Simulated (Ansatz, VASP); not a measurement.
# Two plane-wave programs on BN

```
CELL_PARAMETERS angstrom
0.00000 1.80483 1.80483
1.80483 0.00000 1.80483
1.80483 1.80483 0.00000
ATOMIC_POSITIONS crystal
B 0.00000 0.00000 0.00000
N 0.25000 0.25000 0.25000
```

Alike in both runs: task single point; functional HSE06; k mesh 6 × 6 × 6; no spin polarisation.

```csv
,VASP,Ansatz
version,VASP 6.6.1,Ansatz 0.2.0
potentials or method,"VASP PAW PBE potentials, release 64 (B, N)","plane waves, PAW"
plane-wave cutoff (eV),520,420
occupations,"gaussian, width 0.01 eV",fixed
valence electrons in the cell,8,8
```

Ansatz gave:

- gap on the k mesh at the Fermi level (eV): 5.80
- pressure (GPa): -4.4

Question: Estimate VASP's values.

Answer: gap on the k mesh at the Fermi level (eV): 5.78; pressure (GPa): -3.9.

Ansatz's warnings: stress exchange threshold loose, stress scf threshold loose.

The k mesh is coarse, so the values compare programs but aren't converged.
